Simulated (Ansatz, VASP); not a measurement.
# One calculation of C, two programs

```xyz
8
Lattice="2.5221 0.0000 0.0000 -1.2610 2.1842 0.0000 0.0000 0.0000 8.2371" Properties=species:S:1:pos:R:3 pbc="T T T"
C     0.0000    0.0000    0.7722
C     0.0000    0.0000    4.8908
C     0.0000    0.0000    3.3463
C     0.0000    0.0000    7.4649
C     0.0000    1.3305    1.2426
C     1.2610    0.7281    5.4056
C     0.0000    1.4561    2.8315
C     1.2610    0.7281    6.9501
```

Alike in both runs: task single point; functional PBE; k mesh 12 × 12 × 4; occupations gaussian, width 0.05 eV; no spin polarisation.

|  | VASP | Ansatz |
| --- | --- | --- |
| version | VASP 6.6.1 | Ansatz 0.2.0 |
| potentials or method | VASP PAW PBE potentials, release 64 (C), cutoff 520 eV | scalar-relativistic, plane waves, PAW |
| valence electrons in the cell | 32 | 32 |

Ansatz gave:

| Item | Value |
| --- | --- |
| gap on the k mesh at the Fermi level (eV) | 3.73 |
| least direct gap on the mesh (eV) | 4.14 |
| pressure (GPa) | 4.2 |
| traceless stress, the component that is largest in VASP (GPa) | 6.58 |
| rms of the force components (eV/Å) | 1.671 |

**Question.** Estimate VASP's values.

**Answer.** gap on the k mesh at the Fermi level (eV): 3.72; least direct gap on the mesh (eV): 4.13; pressure (GPa): 4.8; traceless stress, the component that is largest in VASP (GPa): 6.55; rms of the force components (eV/Å): 1.679.

Atom by atom the forces differ by 0.009 eV/Å (rms over components).
